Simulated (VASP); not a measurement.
# Si (Fm-3m) in VASP: a series of runs

Runs on Si. Level: PBE. Tasks: single point, relaxation of cell and atoms.

Program: VASP 6.6.1. These are calculated values, not measurements. Logs are shortened: lines on timing, memory, paths and dates and some standing lists are left out, and cuts for length are marked.

### Step 1. The cell of the first run

The structure is cubic, space group Fm-3m (No. 225). Conventional cell: a = 3.872 Å, b = 3.872 Å, c = 3.872 Å, α = 90.00°, β = 90.00°, γ = 90.00°. Si (site symmetry m-3m) has 12 Si at 2.74 Å within 3.6 Å.

This isn't the form of Si at room conditions, which is diamond.

### Step 2. Single point, PBE

Contents of INCAR:

```
ALGO = Normal
EDIFF = 1E-6
ENCUT = 500
GGA = PE
GGA_COMPAT = F
ISIF = 2
ISMEAR = 0
LASPH = T
LCHARG = T
LELF = T
LREAL = F
LVHAR = T
LWAVE = F
NBANDS = 8
NELM = 120
PREC = Accurate
SIGMA = 0.05
```

Contents of KPOINTS:

```
k-points
0
Gamma
  19 19 19
```

Contents of POSCAR:

```
Si
1.0
    0.0000000000      1.9360024293      1.9360024293
    1.9360024293      0.0000000000      1.9360024293
    1.9360024293      1.9360024293      0.0000000000
Si
1
Direct
    0.0000000000      0.0000000000      0.0000000000
```

Potentials or basis: VASP PAW PBE potentials, release 64 (Si).

Started as:

```
$ cat potpaw_PBE.64/Si/POTCAR > POTCAR
$ mpirun -np 1 vasp_std > vasp.out
```

OUTCAR:

```text
EDIFF = 1E-6
   ENCUT = 500
   GGA = PE
   ISIF = 2
   ISMEAR = 0
   LASPH = T
   LREAL = F
   NELM = 120
   PREC = Accurate

 ion  position               nearest neighbor table
   1  0.000  0.000  0.000-

  LATTYP: Found a face centered cubic cell.
 ALAT       =     3.8720048586

  Lattice vectors:

 A1 = (   0.0000000000,   1.9360024293,   1.9360024293)
 A2 = (   1.9360024293,   0.0000000000,   1.9360024293)
 A3 = (   1.9360024293,   1.9360024293,   0.0000000000)

Analysis of symmetry for initial positions (statically):
=====================================================================
 Subroutine PRICEL returns:
 Original cell was already a primitive cell.

 Routine SETGRP: Setting up the symmetry group for a
 face centered cubic supercell.

 Subroutine GETGRP returns: Found 48 space group operations
 (whereof 48 operations were pure point group operations)
 out of a pool of 48 trial point group operations.

The static configuration has the point symmetry O_h .

Analysis of symmetry for dynamics (positions and initial velocities):
=====================================================================
 Subroutine PRICEL returns:
 Original cell was already a primitive cell.

 Routine SETGRP: Setting up the symmetry group for a
 face centered cubic supercell.

 Subroutine GETGRP returns: Found 48 space group operations
 (whereof 48 operations were pure point group operations)
 out of a pool of 48 trial point group operations.

The dynamic configuration has the point symmetry O_h .

 Subroutine INISYM returns: Found 48 space group operations
 (whereof 48 operations are pure point group operations),
 and found     1 'primitive' translations

----------------------------------------------------------------------------------------

                                     Primitive cell

  volume of cell :      14.5127

  direct lattice vectors                    reciprocal lattice vectors
     0.000000000  1.936002429  1.936002429    -0.258264139  0.258264139  0.258264139
     1.936002429  0.000000000  1.936002429     0.258264139 -0.258264139  0.258264139
     1.936002429  1.936002429  0.000000000     0.258264139  0.258264139 -0.258264139

  length of vectors
     2.737920892  2.737920892  2.737920892     0.447326610  0.447326610  0.447326610

  position of ions in fractional coordinates (direct lattice)
     0.000000000  0.000000000  0.000000000

  ion indices of the primitive-cell ions
   primitive index   ion index
                 1           1

----------------------------------------------------------------------------------------

 KPOINTS: k-points

Automatic generation of k-mesh.
 Grid dimensions read from file:
 generate k-points for:   19   19   19

 Generating k-lattice:

  Cartesian coordinates                     Fractional coordinates (reciprocal lattice)
    -0.013592849  0.013592849  0.013592849     0.052631579  0.000000000  0.000000000
     0.013592849 -0.013592849  0.013592849     0.000000000  0.052631579  0.000000000
     0.013592849  0.013592849 -0.013592849     0.000000000  0.000000000  0.052631579

  Length of vectors
     0.023543506  0.023543506  0.023543506

  Shift w.r.t. Gamma in fractional coordinates (k-lattice)
     0.000000000  0.000000000  0.000000000

 Subroutine IBZKPT returns following result:
 ===========================================

 Found    220 irreducible k-points:

 Following reciprocal coordinates:
            Coordinates               Weight
  0.000000  0.000000  0.000000      1.000000
  0.052632  0.000000  0.000000      8.000000
  0.105263  0.000000  0.000000      8.000000
  0.157895  0.000000  0.000000      8.000000
  0.210526  0.000000  0.000000      8.000000
  0.263158  0.000000  0.000000      8.000000
[... 16 lines left out ...]
 -0.315789  0.052632  0.000000     24.000000
 -0.263158  0.052632  0.000000     24.000000
 [... further k-points ...]
   k-points           NKPTS =    220   k-points in BZ     NKDIM =    220   number of bands    NBANDS=      8
   number of dos      NEDOS =    301   number of ions     NIONS =      1
   total plane-waves  NPLWV =   8000
   dimension x,y,z NGX =    20 NGY =   20 NGZ =   20
   dimension x,y,z NGXF=    40 NGYF=   40 NGZF=   40
   ions per type =               1
   NGX,Y,Z   is equivalent  to a cutoff of  12.14, 12.14, 12.14 a.u.
   NGXF,Y,Z  is equivalent  to a cutoff of  24.29, 24.29, 24.29 a.u.
 SYSTEM =  unknown system
   PREC   = accura    normal or accurate (medium, high low for compatibility)
   ISTART =      0    job   : 0-new  1-cont  2-samecut
   ICHARG =      2    charge: 1-file 2-atom 10-const
   ISPIN  =      1    spin polarized calculation?
   LNONCOLLINEAR =      F non collinear calculations
   LSORBIT =      F    spin-orbit coupling
   LASPH  =      T    aspherical Exc in radial PAW
   ENCUT  =  500.0 eV  36.75 Ry    6.06 a.u.   4.99  4.99  4.99*2*pi/ulx,y,z
   NELM   =    120;   NELMIN=  2; NELMDL= -5     # of ELM steps
   EDIFF  = 0.1E-05   stopping-criterion for ELM
   LREAL  =      F    real-space projection
   EDIFFG = 0.1E-04   stopping-criterion for IOM
   NSW    =      0    number of steps for IOM
   IBRION =     -1    ionic relax: 0-MD 1-quasi-New 2-CG
   NFREE  =      0    steps in history (QN), initial steepest desc. (CG)
   ISIF   =      2    stress and relaxation
   ISYM   =      2    0-nonsym 1-usesym 2-fastsym
   POTIM  = 0.5000    time-step for ionic-motion
   TEBEG  =    0.0;   TEEND  =   0.0 temperature during run
   PSTRESS=    0.0 pullay stress
   NELECT =       4.0000    total number of electrons
   NUPDOWN=      -1.0000    fix difference up-down
   EMIN   =  10.00;   EMAX   =-10.00  energy-range for DOS
   EFERMI =   0.00;   METHOD = LEGACY
   ISMEAR =     0;   SIGMA  =   0.05  broadening in eV -4-tet -1-fermi 0-gaus
   EFERMI_NEDOS =   21; number of points for ismear=-14 and -15
   IALGO  =     38    algorithm
   IMIX   =      4    mixing-type and parameters
     AMIX     =   0.40;   BMIX     =  1.00
     AMIX_MAG =   1.60;   BMIX_MAG =  1.00
  volume/ion in A,a.u.               =      14.51        97.94
  Fermi-wavevector in a.u.,A,eV,Ry     =   1.065399  2.013312 15.443632  1.135075
  Thomas-Fermi vector in A             =   2.200949
   LORBIT       =      0    0 simple, 1 ext, 2 COOP (PROOUT), +10 PAW based schemes
   GGA     = PE    functional components
   LHFCALC =     F    Hartree Fock is set to
   AEXX    =    0.0000 exact exchange contribution
   IVDW    =     0    specifies the selected vdW correction
   LEPSILON=     F    determine dielectric tensor
   LRPA    =     F    only Hartree local field effects (RPA)
 non-spin polarized calculation
 Gauss-broadening in eV      SIGMA  =   0.05
  energy-cutoff  :      500.00
  volume of cell :       14.51
 maximum number of plane-waves:       378
   NGX =  9   NGY =  9   NGZ =  9

 number of electron       4.0000000 magnetization

 Free energy of the ion-electron system (eV)
  ---------------------------------------------------
  ext. energy  EPLUGINS =         0.00000000
  ---------------------------------------------------
  free energy    TOTEN  =        -4.89041640 eV

  energy without entropy =       -4.88974734  energy(sigma->0) =       -4.89008187

 E-fermi :  10.1671     XC(G=0): -11.1829

 val. band max:       10.1392727365   @ k =  -0.4211   0.3684   0.1579
 cond. band min:      10.1694877914   @ k =  -0.4737   0.3684   0.1053
 fundamental gap:      0.0302150549
 Fermi energy:        10.1670803801

 k-point     1 :       0.0000    0.0000    0.0000
  band No.  band energies     occupation
      1      -4.2950      2.00000
      2      21.2359      0.00000
      3      21.2359      0.00000
      4      21.2359      0.00000
      5      22.0484      0.00000
      6      22.0484      0.00000
      7      22.0484      0.00000
      8      27.3772      0.00000

 k-point     2 :       0.0526    0.0000    0.0000
  band No.  band energies     occupation
      1      -4.2144      2.00000
      2      19.6714      0.00000
      3      20.7527      0.00000
      4      20.7527      0.00000
      5      22.6319      0.00000
      6      22.6319      0.00000
      7      22.9104      0.00000
      8      28.0413      0.00000

 k-point     3 :       0.1053    0.0000    0.0000
  band No.  band energies     occupation
      1      -3.9730      2.00000
      2      17.4900      0.00000
      3      20.1196      0.00000
      4      20.1196      0.00000
      5      23.3194      0.00000
      6      23.5206      0.00000
      7      23.5206      0.00000
      8      27.6304      0.00000

 k-point     4 :       0.1579    0.0000    0.0000
  band No.  band energies     occupation
      1      -3.5714      2.00000
      2      15.2420      0.00000
      3      19.5855      0.00000
      4      19.5855      0.00000
      5      23.3531      0.00000
      6      24.2084      0.00000
      7      24.2084      0.00000
      8      27.0085      0.00000

 k-point     5 :       0.2105    0.0000    0.0000
  band No.  band energies     occupation
      1      -3.0104      2.00000
      2      13.0348      0.00000
      3      19.1721      0.00000
      4      19.1721      0.00000
      5      23.2742      0.00000
      6      24.0756      0.00000
      7      24.0756      0.00000
      8      27.3579      0.00000
[... 177 lines left out ...]
 k-point    22 :      -0.3684    0.0526    0.0000
  band No.  band energies     occupation
      1       0.0554      2.00000
      2       6.4849      2.00000
      3      17.2640      0.00000
      4      18.9873      0.00000
      5      21.4188      0.00000
      6      21.9000      0.00000
      7      23.7355      0.00000
      8      27.4472      0.00000

 k-point    23 :      -0.3158    0.0526    0.0000
  band No.  band energies     occupation
      1      -1.0212      2.00000
      2       8.3258      2.00000
      3      17.2263      0.00000
      4      19.3330      0.00000
      5      21.7830      0.00000
      6      22.6517      0.00000
      7      23.6672      0.00000
      8      28.1224      0.00000

 k-point    24 :      -0.2632    0.0526    0.0000
  band No.  band energies     occupation
      1      -1.9466      2.00000
      2      10.2945      0.00031
      3      17.3171      0.00000
      4      19.6637      0.00000
      5      22.3886      0.00000
      6      23.5057      0.00000
      7      23.6557      0.00000
      8      27.9136      0.00000

 [... further k-points ...]

------------------------ aborting loop because EDIFF is reached ----------------------------------------

  FORCE on cell =-STRESS in cart. coord.  units (eV):
  Direction    XX          YY          ZZ          XY          YZ          ZX
  --------------------------------------------------------------------------------------
  -------------------------------------------------------------------------------------
  Total       -0.0004889     -0.0004889     -0.0004889     -0.0000000     -0.0000000      0.0000000
  in kB       -0.0539790     -0.0539790     -0.0539790     -0.0000000     -0.0000000      0.0000000
  external PRESSURE =      -0.0539790 kB  Pullay stress =       0.0000000 kB

 VOLUME and BASIS-vectors are now :
 -----------------------------------------------------------------------------
  energy-cutoff  :      500.00
  volume of cell :       14.51
      direct lattice vectors                 reciprocal lattice vectors
     0.000000000  1.936002429  1.936002429    -0.258264139  0.258264139  0.258264139
     1.936002429  0.000000000  1.936002429     0.258264139 -0.258264139  0.258264139
     1.936002429  1.936002429  0.000000000     0.258264139  0.258264139 -0.258264139

 POSITION                                       TOTAL-FORCE (eV/Angst)
 -----------------------------------------------------------------------------------
      0.00000      0.00000      0.00000        -0.000000     -0.000000      0.000000
 -----------------------------------------------------------------------------------
    total drift:                                0.000000      0.000000     -0.000000

  FREE ENERGIE OF THE ION-ELECTRON SYSTEM (eV)
  ---------------------------------------------------
  free  energy   TOTEN  =        -4.8904164043 eV

  energy  without entropy=       -4.8897473380  energy(sigma->0) =       -4.89008187
```

Wall time 6.6 s (1 thread of Intel Xeon 6975P-C (Granite Rapids), shared host); peak memory 0.13 GiB.

Results:

* Free energy: -4.8904 eV
* Pressure: 0.0 GPa
* Band gap on the k mesh: zero (bands 2 and 3 overlap by 14.14 eV)

### Step 3. Relaxation of cell and atoms, PBE

This run uses another cell than the first one, of 15.41 Å³/atom.

Contents of INCAR:

```
PREC = Accurate
ENCUT = 500
EDIFF = 1E-7
ISMEAR = 0
SIGMA = 0.05
LREAL = F
LASPH = T
NELM = 120
ALGO = Normal
ISIF = 3
LWAVE = F
LCHARG = F
GGA = PE
IBRION = 2
NSW = 50
EDIFFG = -0.01
GGA_COMPAT = F
NELMIN = 4
```

Contents of KPOINTS:

```
Automatic mesh
0
Gamma
  19 19 19
```

Contents of POSCAR:

```
Si
1.0
    0.0000000000      1.9750000000      1.9750000000
    1.9750000000      0.0000000000      1.9750000000
    1.9750000000      1.9750000000      0.0000000000
Si
1
Direct
    0.0000000000      0.0000000000      0.0000000000
```

Potentials or basis: VASP PAW PBE potentials, release 64 (Si).

Started as:

```
$ cat potpaw_PBE.64/Si/POTCAR > POTCAR
$ mpirun -np 1 vasp_std > vasp.out
```

Run time: 12 s. Hardware: 1 thread of Intel Xeon 6975P-C (Granite Rapids), shared host; peak memory 0.13 GiB.

The run converged. Its results:

* Free energy: -4.8905 eV
* Relaxed volume: 14.51 Å³/atom
* Relaxed cell: a = 2.738 Å, b = 2.738 Å, c = 2.738 Å, α = 60.00°, β = 60.00°, γ = 60.00°
* Space group after relaxing (to 0.1 Å): Fm-3m (No. 225)
* Energy gained by relaxing: 13.3 meV/atom
* Ionic steps: 3
* Pressure after relaxing: 0.0 GPa
* Band gap on the k mesh: zero (bands 2 and 3 overlap by 14.15 eV)

The path:
```csv
step,energy change (eV),largest force (eV/Å),pressure (GPa),volume (Å³)
1,0.0000,0.0000,-4.56,15.41
2,-0.0132,0.0000,0.34,14.45
3,-0.0133,0.0000,0.02,14.51
```

Final structure:
```
Si
1.0
     0.00000    1.93580    1.93580
     1.93580    0.00000    1.93580
     1.93580    1.93580    0.00000
Si
1
Direct
  0.00000 0.00000 0.00000
```

Levels at points of the mesh, in eV from the Fermi level:
| k point | band 1 | band 2 | band 3 | band 4 | band 5 | band 6 |
| --- | --- | --- | --- | --- | --- | --- |
| (0.00, 0.00, 0.00) | -14.47 | 11.07 | 11.07 | 11.07 | 11.88 | 11.88 |
